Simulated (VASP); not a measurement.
A run of VASP 6.6.1 is set up as follows.

INCAR

```
PREC = Accurate ; ENCUT = 520
EDIFF = 1E-7 ; ISMEAR = 0
SIGMA = 0.15 ; LREAL = False
LASPH = True ; NELM = 60
ALGO = Normal ; ISIF = 2
LWAVE = False ; LCHARG = True
GGA = PE ; LELF = True
LVHAR = True ; NBANDS = 18
```

KPOINTS

```
Automatic mesh
0
Gamma
  12 12 12
```

POSCAR

```
BiTe
1.0
    2.4227077728      1.3987509848      3.3172919545
   -2.4227077728      1.3987509848      3.3172919545
    0.0000000000     -2.7975019696      3.3172919545
Bi Te
1 1
Direct
    0.5000000000      0.5000000000      0.5000000000
    0.0076869882      0.0076869882     -0.0076869882
```

Potentials or basis: VASP PAW PBE potentials, release 64 (Bi_d, Te).

The run is started by

```sh
$ cat potpaw_PBE.64/Bi_d/POTCAR potpaw_PBE.64/Te/POTCAR > POTCAR
$ mpirun -np 1 vasp_std > vasp.out
```

Problem. Predict the pressure.

Solution. 0.0 GPa.

Problem. Estimate the largest force.

Solution. 0.100 eV/Å.

Forces on the atoms (eV/Å):
```
Bi   0.000  0.095  0.031
Te   0.000 -0.095 -0.031
```

Caveat: the cell differs from its parent crystal (all Te atoms moved -0.050 Å, as atom 2 towards its neighbour atom 1 (Bi) at 3.252 Å).
